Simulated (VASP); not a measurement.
Runs of VASP 6.6.1 on Si. The structure is that of space group I4_1/amd (No. 141), or close to it. The cells are those of the table. 

```csv
cell,gap on the mesh (eV),pressure (GPa)
"a = 3.871, b = 3.871, c = 4.022 Å, angles 58.7, 58.7, 62.6°, 2 atoms",none,-3.3
"a = 4.025, b = 4.025, c = 4.177 Å, angles 58.7, 58.7, 62.5°, 2 atoms",0.14,-9.8
"a = 3.946, b = 3.946, c = 4.022 Å, angles 59.4, 59.4, 61.3°, 2 atoms",(c),(a)
"a = 3.871, b = 3.871, c = 3.713 Å, angles 61.3, 61.3, 57.3°, 2 atoms",0.14,3.9
"a = 4.100, b = 4.100, c = 4.177 Å, angles 59.4, 59.4, 61.2°, 2 atoms",0.55,-11.2
"a = 3.797, b = 3.797, c = 4.022 Å, angles 58.0, 58.0, 64.0°, 2 atoms",none,(b)
"a = 3.952, b = 3.952, c = 3.713 Å, angles 62.0, 62.0, 56.0°, 2 atoms",none,0.0
"a = 3.952, b = 3.952, c = 4.177 Å, angles 58.1, 58.1, 63.8°, 2 atoms",none,-8.1
```

Alike in all rows: task single point; level PBE; potentials or basis VASP PAW PBE potentials, release 64 (Si); no spin polarisation; k mesh 8 × 8 × 8; cutoff (eV) 520; smearing gaussian 0.05 eV.

Task: Fill in the values left out.

Result: (a) -5.9; (b) -0.1; (c) 0.37.

A k mesh can miss the band edges.

A gap of «none» marks levels without a gap at the run's occupations.
